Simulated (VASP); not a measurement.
A run of VASP 6.6.1:

File INCAR:

```
SYSTEM = Ge
PREC = Accurate ; ENCUT = 520
EDIFF = 1E-6 ; ISMEAR = 0
SIGMA = 0.1 ; LREAL = .False.
LASPH = .True. ; NELM = 80
ALGO = Normal ; ISIF = 2
LWAVE = .False. ; LCHARG = .False.
GGA = PE ; NBANDS = 13
```

The input KPOINTS:

```
Automatic mesh
0
Gamma
  22 22 22
  0 0 0
```

File POSCAR:

```
Ge
1.0
   -1.6869663359      1.6869663359      1.6869663359
    1.6869663359     -1.6869663359      1.6869663359
    1.6869663359      1.6869663359     -1.6869663359
Ge
1
Direct
    0.0000000000      0.0000000000      0.0000000000
```

Potentials or basis: VASP PAW PBE potentials, release 64 (Ge_d).

The run is started by

```sh
$ cat potpaw_PBE.64/Ge_d/POTCAR > POTCAR
$ mpirun -np 1 vasp_std > vasp.out
```

Hardware: 1 thread of AMD EPYC 7R13, with other jobs on the host.

Q: Estimate the wall time of this run.

A: Run time: 75 s on 1 thread of AMD EPYC 7R13, with other jobs on the host, peak memory 0.17 GiB. Counts: scf iterations 10, k points 328.
